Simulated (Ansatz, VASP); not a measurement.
# La2O3: VASP beside Ansatz

```
La O
1.0
     3.94045    0.00000    0.00000
    -1.97023    3.41253    0.00000
     0.00000    0.00000    6.18736
La O
2 3
Cartesian
  1.9702 1.1375 4.6568
  0.0000 2.2750 1.5306
  1.9702 1.1375 2.1946
  0.0000 2.2750 3.9927
  0.0000 0.0000 0.0000
```

Alike in both runs: functional PBE; k mesh 9 × 9 × 4; occupations gaussian, width 0.02 eV; no spin polarisation.

Ansatz relaxed the structure, and its values are those at the end. VASP's run is a single point on that final structure, the one shown.

|  | VASP | Ansatz |
| --- | --- | --- |
| version | VASP 6.6.1 | Ansatz 0.2.0 |
| potentials or method | VASP PAW PBE potentials, release 64 (La, O), cutoff 520 eV | scalar-relativistic, plane waves, PAW |
| valence electrons in the cell | 40 | 40 |

|  | VASP | Ansatz | Ansatz less VASP |
| --- | --- | --- | --- |
| gap on the k mesh at the Fermi level (eV) | 3.88 | 3.86 | -0.014 |
| least direct gap on the mesh (eV) | 3.98 | 3.96 | -0.012 |
| pressure (GPa) | -0.3 | 0.0 | +0.28 |
| rms of the force components (eV/Å) | 0.005 | 0.000 | -0.0048 |

Spin-orbit coupling is off throughout.
